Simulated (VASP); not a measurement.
# ZrN (Fm-3m) in VASP: further runs

ZrN is run at these levels: PBEsol; tasks: single point, relaxation of cell and atoms.

Everything below comes from runs of VASP 6.6.1. Logs are shortened: lines on timing, memory, paths and dates and some standing lists are left out, and cuts for length are marked.

### 1 The cell of the first run

It takes space group Fm-3m (No. 225, cubic). Conventional cell: a = 4.531 Å, b = 4.531 Å, c = 4.531 Å, α = 90.00°, β = 90.00°, γ = 90.00°. Within 3.0 Å of Zr (site symmetry m-3m) lie 6 N at 2.27 Å. Within 3.0 Å of N (site symmetry m-3m) lie 6 Zr at 2.27 Å.

### 2 Single point, PBEsol

INCAR

```
SYSTEM = ZrN
PREC     = Accurate       ! precision mode
ENCUT    = 600            ! plane-wave cutoff, eV
EDIFF    = 1E-6           ! SCF threshold, eV
ISMEAR   = -1             ! smearing method
SIGMA    = 0.15           ! smearing width, eV
LREAL    = .False.        ! projectors in reciprocal space
LASPH    = .True.         ! aspherical terms in the spheres
NELM     = 120            ! most SCF steps
ALGO     = Normal         ! electronic algorithm
ISIF     = 2              ! what is computed and relaxed
LWAVE    = .False.        ! write WAVECAR
LCHARG   = .False.        ! write CHGCAR
GGA      = PS             ! functional
NBANDS   = 16             ! bands
GGA_COMPAT= .False.
```

KPOINTS

```
regular mesh
0
Gamma
  16 16 16
  0 0 0
```

POSCAR

```
ZrN
1.0
    0.0000000000      2.2656091895      2.2656091895
    2.2656091895      0.0000000000      2.2656091895
    2.2656091895      2.2656091895      0.0000000000
Zr N
1 1
Direct
    0.0000000000      0.0000000000      0.0000000000
    0.5000000000      0.5000000000      0.5000000000
```

Potentials or basis: VASP PAW PBE potentials, release 64 (Zr_sv, N).

Launch:

```sh
$ cat potpaw_PBE.64/Zr_sv/POTCAR potpaw_PBE.64/N/POTCAR > POTCAR
$ mpirun -np 1 vasp_std > vasp.out
```

OUTCAR:

```text
SYSTEM = ZrN
   PREC = Accurate
   ENCUT = 600
   EDIFF = 1E-6
   ISMEAR = -1
   LREAL = .False.
   LASPH = .True.
   NELM = 120
   ISIF = 2
   GGA = PS

 ion  position               nearest neighbor table
   1  0.000  0.000  0.000-   2 2.27   2 2.27   2 2.27   2 2.27   2 2.27   2 2.27
   2  0.500  0.500  0.500-   1 2.27   1 2.27   1 2.27   1 2.27   1 2.27   1 2.27

  LATTYP: Found a face centered cubic cell.
 ALAT       =     4.5312183790

  Lattice vectors:

 A1 = (   0.0000000000,   2.2656091895,   2.2656091895)
 A2 = (   2.2656091895,   0.0000000000,   2.2656091895)
 A3 = (   2.2656091895,   2.2656091895,   0.0000000000)

Analysis of symmetry for initial positions (statically):
=====================================================================
 Subroutine PRICEL returns:
 Original cell was already a primitive cell.

 Routine SETGRP: Setting up the symmetry group for a
 face centered cubic supercell.

 Subroutine GETGRP returns: Found 48 space group operations
 (whereof 48 operations were pure point group operations)
 out of a pool of 48 trial point group operations.

The static configuration has the point symmetry O_h .

Analysis of symmetry for dynamics (positions and initial velocities):
=====================================================================
 Subroutine PRICEL returns:
 Original cell was already a primitive cell.

 Routine SETGRP: Setting up the symmetry group for a
 face centered cubic supercell.

 Subroutine GETGRP returns: Found 48 space group operations
 (whereof 48 operations were pure point group operations)
 out of a pool of 48 trial point group operations.

The dynamic configuration has the point symmetry O_h .

 Subroutine INISYM returns: Found 48 space group operations
 (whereof 48 operations are pure point group operations),
 and found     1 'primitive' translations

----------------------------------------------------------------------------------------

                                     Primitive cell

  volume of cell :      23.2587

  direct lattice vectors                    reciprocal lattice vectors
     0.000000000  2.265609190  2.265609190    -0.220691195  0.220691195  0.220691195
     2.265609190  0.000000000  2.265609190     0.220691195 -0.220691195  0.220691195
     2.265609190  2.265609190  0.000000000     0.220691195  0.220691195 -0.220691195

  length of vectors
     3.204055243  3.204055243  3.204055243     0.382248363  0.382248363  0.382248363

  position of ions in fractional coordinates (direct lattice)
     0.000000000  0.000000000  0.000000000
     0.500000000  0.500000000  0.500000000

  ion indices of the primitive-cell ions
   primitive index   ion index
                 1           1
                 2           2

----------------------------------------------------------------------------------------

 KPOINTS: regular mesh

Automatic generation of k-mesh.
 Grid dimensions read from file:
 generate k-points for:   16   16   16

 Generating k-lattice:

  Cartesian coordinates                     Fractional coordinates (reciprocal lattice)
    -0.013793200  0.013793200  0.013793200     0.062500000  0.000000000  0.000000000
     0.013793200 -0.013793200  0.013793200     0.000000000  0.062500000  0.000000000
     0.013793200  0.013793200 -0.013793200     0.000000000  0.000000000  0.062500000

  Length of vectors
     0.023890523  0.023890523  0.023890523

  Shift w.r.t. Gamma in fractional coordinates (k-lattice)
     0.000000000  0.000000000  0.000000000

 Subroutine IBZKPT returns following result:
 ===========================================

 Found    145 irreducible k-points:

 Following reciprocal coordinates:
            Coordinates               Weight
  0.000000  0.000000  0.000000      1.000000
  0.062500  0.000000  0.000000      8.000000
  0.125000  0.000000  0.000000      8.000000
  0.187500  0.000000  0.000000      8.000000
  0.250000  0.000000  0.000000      8.000000
  0.312500  0.000000  0.000000      8.000000
[... 16 lines left out ...]
 -0.125000  0.062500  0.000000     24.000000
 -0.062500  0.062500  0.000000     12.000000
 [... further k-points ...]
   k-points           NKPTS =    145   k-points in BZ     NKDIM =    145   number of bands    NBANDS=     16
   number of dos      NEDOS =    301   number of ions     NIONS =      2
   total plane-waves  NPLWV =  21952
   dimension x,y,z NGX =    28 NGY =   28 NGZ =   28
   dimension x,y,z NGXF=    56 NGYF=   56 NGZF=   56
   ions per type =               1   1
   NGX,Y,Z   is equivalent  to a cutoff of  14.53, 14.53, 14.53 a.u.
   NGXF,Y,Z  is equivalent  to a cutoff of  29.06, 29.06, 29.06 a.u.
 SYSTEM =  ZrN
   PREC   = accura    normal or accurate (medium, high low for compatibility)
   ISTART =      0    job   : 0-new  1-cont  2-samecut
   ICHARG =      2    charge: 1-file 2-atom 10-const
   ISPIN  =      1    spin polarized calculation?
   LNONCOLLINEAR =      F non collinear calculations
   LSORBIT =      F    spin-orbit coupling
   LASPH  =      T    aspherical Exc in radial PAW
   ENCUT  =  600.0 eV  44.10 Ry    6.64 a.u.   6.40  6.40  6.40*2*pi/ulx,y,z
   NELM   =    120;   NELMIN=  2; NELMDL= -5     # of ELM steps
   EDIFF  = 0.1E-05   stopping-criterion for ELM
   LREAL  =      F    real-space projection
   EDIFFG = 0.1E-04   stopping-criterion for IOM
   NSW    =      0    number of steps for IOM
   IBRION =     -1    ionic relax: 0-MD 1-quasi-New 2-CG
   NFREE  =      0    steps in history (QN), initial steepest desc. (CG)
   ISIF   =      2    stress and relaxation
   ISYM   =      2    0-nonsym 1-usesym 2-fastsym
   POTIM  = 0.5000    time-step for ionic-motion
   TEBEG  =    0.0;   TEEND  =   0.0 temperature during run
   PSTRESS=    0.0 pullay stress
   NELECT =      17.0000    total number of electrons
   NUPDOWN=      -1.0000    fix difference up-down
   EMIN   =  10.00;   EMAX   =-10.00  energy-range for DOS
   EFERMI =   0.00;   METHOD = LEGACY
   ISMEAR =    -1;   SIGMA  =   0.15  broadening in eV -4-tet -1-fermi 0-gaus
   EFERMI_NEDOS =   21; number of points for ismear=-14 and -15
   IALGO  =     38    algorithm
   IMIX   =      4    mixing-type and parameters
     AMIX     =   0.40;   BMIX     =  1.00
     AMIX_MAG =   1.60;   BMIX_MAG =  1.00
  volume/ion in A,a.u.               =      11.63        78.48
  Fermi-wavevector in a.u.,A,eV,Ry     =   1.474674  2.786731 29.588108  2.174665
  Thomas-Fermi vector in A             =   2.589417
   LORBIT       =      0    0 simple, 1 ext, 2 COOP (PROOUT), +10 PAW based schemes
   GGA     = PS    functional components
   LHFCALC =     F    Hartree Fock is set to
   AEXX    =    0.0000 exact exchange contribution
   IVDW    =     0    specifies the selected vdW correction
   LEPSILON=     F    determine dielectric tensor
   LRPA    =     F    only Hartree local field effects (RPA)
 non-spin polarized calculation
  energy-cutoff  :      600.00
  volume of cell :       23.26
 maximum number of plane-waves:       791
 NGX is ok and might be reduce to    28
   NGX = 13   NGY = 13   NGZ = 13

 number of electron      17.0000001 magnetization

 Free energy of the ion-electron system (eV)
  ---------------------------------------------------
  ext. energy  EPLUGINS =         0.00000000
  ---------------------------------------------------
  free energy    TOTEN  =       -21.57285371 eV

  energy without entropy =      -21.52699552  energy(sigma->0) =      -21.54992462

 E-fermi :  12.2754     XC(G=0): -12.8654

 val. band max:       12.2725618939   @ k =  -0.1250   0.0625   0.0000
 cond. band min:      12.2820204184   @ k =  -0.4375   0.3125   0.1250
 fundamental gap:      0.0094585246
 Fermi energy:        12.2753874906

 k-point     1 :       0.0000    0.0000    0.0000
  band No.  band energies     occupation
      1     -37.0727      2.00000
      2     -14.6835      2.00000
      3     -14.6835      2.00000
      4     -14.6835      2.00000
      5      -4.0745      2.00000
      6       9.5986      2.00000
[... 8 lines left out ...]
     15      21.4354      0.00000
     16      35.4842      0.00000

 k-point     2 :       0.0625    0.0000    0.0000
  band No.  band energies     occupation
      1     -37.0664      2.00000
      2     -14.7416      2.00000
      3     -14.6876      2.00000
      4     -14.6876      2.00000
      5      -3.9858      2.00000
      6       9.2399      2.00000
[... 8 lines left out ...]
     15      21.7192      0.00000
     16      34.3981      0.00000

 k-point     3 :       0.1250    0.0000    0.0000
  band No.  band energies     occupation
      1     -37.0485      2.00000
      2     -14.9031      2.00000
      3     -14.6993      2.00000
      4     -14.6993      2.00000
      5      -3.7343      2.00000
      6       8.4280      2.00000
[... 8 lines left out ...]
     15      22.5041      0.00000
     16      32.6536      0.00000

 k-point     4 :       0.1875    0.0000    0.0000
  band No.  band energies     occupation
      1     -37.0214      2.00000
      2     -15.1350      2.00000
      3     -14.7166      2.00000
      4     -14.7166      2.00000
      5      -3.3590      2.00000
      6       7.4756      2.00000
[... 8 lines left out ...]
     15      23.5878      0.00000
     16      31.0844      0.00000

 k-point     5 :       0.2500    0.0000    0.0000
  band No.  band energies     occupation
      1     -36.9892      2.00000
      2     -15.3953      2.00000
      3     -14.7368      2.00000
      4     -14.7368      2.00000
      5      -2.9131      2.00000
      6       6.5369      2.00000
[... 8 lines left out ...]
     15      24.5855      0.00000
     16      29.7971      0.00000

 k-point     6 :       0.3125    0.0000    0.0000
  band No.  band energies     occupation
      1     -36.9568      2.00000
      2     -15.6434      2.00000
      3     -14.7569      2.00000
      4     -14.7569      2.00000
      5      -2.4553      2.00000
      6       5.6971      2.00000
[... 8 lines left out ...]
     15      25.0697      0.00000
     16      27.9564      0.00000
[... 267 lines left out ...]
 k-point    21 :      -0.2500    0.0625    0.0000
  band No.  band energies     occupation
      1     -36.9742      2.00000
      2     -15.4797      2.00000
      3     -14.7988      2.00000
      4     -14.7256      2.00000
      5      -2.7429      2.00000
      6       6.1662      2.00000
[... 8 lines left out ...]
     15      24.9262      0.00000
     16      28.0597      0.00000

 k-point    22 :      -0.1875    0.0625    0.0000
  band No.  band energies     occupation
      1     -37.0065      2.00000
      2     -15.2299      2.00000
      3     -14.7742      2.00000
      4     -14.7053      2.00000
      5      -3.1749      2.00000
      6       6.9966      2.00000
[... 8 lines left out ...]
     15      24.1253      0.00000
     16      29.5187      0.00000

 k-point    23 :      -0.1250    0.0625    0.0000
  band No.  band energies     occupation
      1     -37.0352      2.00000
      2     -14.9961      2.00000
      3     -14.7461      2.00000
      4     -14.6908      2.00000
      5      -3.5605      2.00000
      6       7.8655      2.00000
[... 8 lines left out ...]
     15      23.0540      0.00000
     16      31.2470      0.00000

 k-point    24 :      -0.0625    0.0625    0.0000
  band No.  band energies     occupation
      1     -37.0563      2.00000
      2     -14.8219      2.00000
      3     -14.7158      2.00000
      4     -14.6846      2.00000
      5      -3.8454      2.00000
      6       8.6745      2.00000
[... 8 lines left out ...]
     15      22.1684      0.00000
     16      33.0972      0.00000

 [... further k-points ...]

------------------------ aborting loop because EDIFF is reached ----------------------------------------

  FORCE on cell =-STRESS in cart. coord.  units (eV):
  Direction    XX          YY          ZZ          XY          YZ          ZX
  --------------------------------------------------------------------------------------
  -------------------------------------------------------------------------------------
  Total        0.6237664      0.6237664      0.6237664      0.0000000      0.0000000     -0.0000000
  in kB       42.9682424     42.9682424     42.9682424      0.0000000      0.0000000     -0.0000000
  external PRESSURE =      42.9682424 kB  Pullay stress =       0.0000000 kB

 VOLUME and BASIS-vectors are now :
 -----------------------------------------------------------------------------
  energy-cutoff  :      600.00
  volume of cell :       23.26
      direct lattice vectors                 reciprocal lattice vectors
     0.000000000  2.265609190  2.265609190    -0.220691195  0.220691195  0.220691195
     2.265609190  0.000000000  2.265609190     0.220691195 -0.220691195  0.220691195
     2.265609190  2.265609190  0.000000000     0.220691195  0.220691195 -0.220691195

 POSITION                                       TOTAL-FORCE (eV/Angst)
 -----------------------------------------------------------------------------------
      0.00000      0.00000      0.00000         0.000000      0.000000      0.000000
      2.26561      2.26561      2.26561         0.000000     -0.000000     -0.000000
 -----------------------------------------------------------------------------------
    total drift:                                0.000000      0.000000      0.000000

  FREE ENERGIE OF THE ION-ELECTRON SYSTEM (eV)
  ---------------------------------------------------
  free  energy   TOTEN  =       -21.5728537147 eV

  energy  without entropy=      -21.5269955177  energy(sigma->0) =      -21.54992462
```

Run time: 2.4 min. Hardware: 1 thread of AMD EPYC 7R13, shared host; peak memory 0.18 GiB.

What came out:

| Quantity | Value |
| --- | --- |
| Free energy | -21.5729 eV |
| Pressure | 4.3 GPa |
| Band gap on the k mesh | zero (an odd number of electrons rules out a gap without spin polarisation) |

Caveat: the cell stands under pressure; the PAW data sets were made with another functional, which shifts forces and pressure a little.

### 3 Relaxation of cell and atoms, PBEsol, target pressure 4 GPa, at which the enthalpy is minimised

This run uses another cell than the first one, of 11.80 Å³/atom.

INCAR

```
PREC = Accurate ; ENCUT = 600
EDIFF = 1E-7 ; ISMEAR = -1
SIGMA = 0.15 ; LREAL = False
LASPH = True ; NELM = 120
ALGO = Normal ; ISIF = 3
LWAVE = False ; LCHARG = False
GGA = PS ; IBRION = 2
NSW = 80 ; EDIFFG = -0.001
PSTRESS = 40.0 ; GGA_COMPAT = False
NELMIN = 4
```

KPOINTS

```
Automatic mesh
0
Gamma
  16 16 16
```

POSCAR

```
ZrN
1.0
    0.0000000000      2.2765405740      2.2765405740
    2.2765405740      0.0000000000      2.2765405740
    2.2765405740      2.2765405740      0.0000000000
Zr N
1 1
Direct
    0.0000000000      0.0000000000      0.0000000000
    0.5000000000      0.5000000000      0.5000000000
```

Potentials or basis: VASP PAW PBE potentials, release 64 (Zr_sv, N).

Launch:

```sh
$ cat potpaw_PBE.64/Zr_sv/POTCAR potpaw_PBE.64/N/POTCAR > POTCAR
$ mpirun -np 1 vasp_std > vasp.out
```

Wall time 6 min (1 thread of AMD EPYC 7R13, shared host); peak memory 0.18 GiB.

The run converged. Its results:

| Quantity | Value |
| --- | --- |
| Free energy | -21.5740 eV |
| Relaxed volume | 11.64 Å³/atom |
| Relaxed cell | a = 3.205 Å, b = 3.205 Å, c = 3.205 Å, α = 60.00°, β = 60.00°, γ = 60.00° |
| Space group after relaxing (to 0.1 Å) | Fm-3m (No. 225) |
| Energy change on relaxing (the run minimises the enthalpy) | +2.1 meV/atom |
| Ionic steps | 6 |
| Pressure after relaxing | 4.0 GPa |
| Band gap on the k mesh | zero (an odd number of electrons rules out a gap without spin polarisation) |

The path:
```
step  energy change (eV)  largest force (eV/Å)  pressure (GPa)  volume (Å³)
   1              0.0000                0.0000            0.29        23.60
   2              0.0339                0.0000           11.96        22.68
   3              0.0041                0.0000            3.97        23.28
   4              0.0043                0.0000            4.05        23.28
   5              0.0040                0.0000            3.96        23.29
   6              0.0042                0.0000            4.01        23.28
```

Final structure:
```
CELL_PARAMETERS angstrom
0.00000 2.26637 2.26637
2.26637 0.00000 2.26637
2.26637 2.26637 0.00000
ATOMIC_POSITIONS crystal
Zr 0.00000 0.00000 0.00000
N 0.50000 0.50000 0.50000
```

Levels at points of the mesh, in eV from the Fermi level:
```tsv
k point	band 5	band 6	band 7	band 8	band 9	band 10	band 11	band 12
(0.00, 0.00, 0.00)	-16.35	-2.68	-2.68	-2.68	-0.43	-0.43	-0.43	1.66
(0.50, 0.00, 0.00)	-13.93	-7.85	-5.86	-5.86	3.20	3.28	3.28	4.87
(0.50, 0.50, 0.00)	-15.84	-4.52	-3.66	-3.15	-3.15	3.56	4.82	4.82
```

Caveat: the cell is relaxed towards a set pressure, so the run minimises the enthalpy, not the energy; the PAW data sets were made with another functional, which shifts forces and pressure a little.
